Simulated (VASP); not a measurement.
Write the native input for VASP 6.6.1 that does the following.

```yaml
Task: single point
Functional: PBE
Potentials_or_basis: VASP PAW PBE potentials, release 64 (Cu)
Cutoff: 520 eV
k_mesh: 16 × 16 × 16
Occupations: gaussian, width 0.1 eV
Spin: no spin polarisation
Dipole_correction: no
Further_INCAR_settings: ALGO = Fast; EDIFF = 1e-06; NBANDS = 24
```

The structure of Cu lies in POSCAR:

```
Cu
1.0
   -2.0083818268      2.0083818268      2.6644727076
    2.0083818268     -2.0083818268      2.6644727076
    2.0083818268      2.0083818268     -2.6644727076
Cu
3
Direct
    0.7500000000      0.2500000000      0.5000000000
    0.2500000000      0.7500000000      0.5000000000
    0.5000000000      0.5000000000      0.0000000000
```

The cell was built from a structure type or drawn by symmetry, and may not be a known phase.

The input as run:

INCAR

```
SYSTEM = Cu
ALGO = Fast
EDIFF = 1E-6
ENCUT = 520
GGA = PE
ISIF = 2
ISMEAR = 0
LASPH = .True.
LCHARG = .False.
LREAL = .False.
LWAVE = .False.
NBANDS = 24
NELM = 80
PREC = Accurate
SIGMA = 0.1
```

KPOINTS

```
k-points
0
Gamma
  16 16 16
  0 0 0
```

Potentials or basis: VASP PAW PBE potentials, release 64 (Cu).

Launch:

```bash
$ cat potpaw_PBE.64/Cu/POTCAR > POTCAR
$ mpirun -np 1 vasp_std > vasp.out
```

Results of the run:

```
Pressure               : 0.4 GPa
Band gap on the k mesh : zero (an odd number of electrons rules out a gap without spin polarisation)
```

Run time: 3.1 min on 1 thread of Intel(R) Xeon(R) 6975P-C (Granite Rapids), with other jobs on the host, peak memory 0.37 GiB.
